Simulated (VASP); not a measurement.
A run of VASP 6.6.1 is set up as follows.

File INCAR:

```
SYSTEM = EuGe2
  ALGO = Normal
  EDIFF = 1E-6
  ENCUT = 520
  GGA = CA
  ISIF = 2
  ISMEAR = -1
  ISPIN = 2
  LASPH = .True.
  LCHARG = .False.
  LMAXMIX = 6
  LORBIT = 11
  LREAL = .False.
  LWAVE = .False.
  MAGMOM = 7 0 0
  NBANDS = 34
  NELM = 150
  PREC = Accurate
  SIGMA = 0.03
```

The input KPOINTS:

```
k-points
0
Gamma
  8 8 7
  0 0 0
```

The input POSCAR:

```
EuGe2
1.0
    4.4989367581      0.0000000000      0.0000000000
   -2.2494683790      3.8961935225      0.0000000000
    0.0000000000      0.0000000000      4.4291292756
Eu Ge
1 2
Direct
    0.0000000000      0.0000000000      0.0000000000
    0.6666666667      0.3333333333      0.5157329300
    0.3333333333      0.6666666667      0.4842670700
```

Potentials or basis: VASP PAW PBE potentials, release 64 (Eu, Ge_d).

Launch:

```console
$ cat potpaw_PBE.64/Eu/POTCAR potpaw_PBE.64/Ge_d/POTCAR > POTCAR
$ mpirun -np 1 vasp_std > vasp.out
```

Question: Estimate the site moments.

Answer: Eu +6.55; Ge -0.02 μB.

Question: What does it give for the pressure?

Answer: -7.5 GPa.

Forces on the atoms (eV/Å):
```
Eu   0.000  0.000  0.000
Ge   0.000  0.000 -0.057
Ge   0.000  0.000  0.057
```

Caveat: the cell stands under tension; the PAW data sets were made with another functional, which shifts forces and pressure a little. The state reached can hang on the start; a lower one may exist.
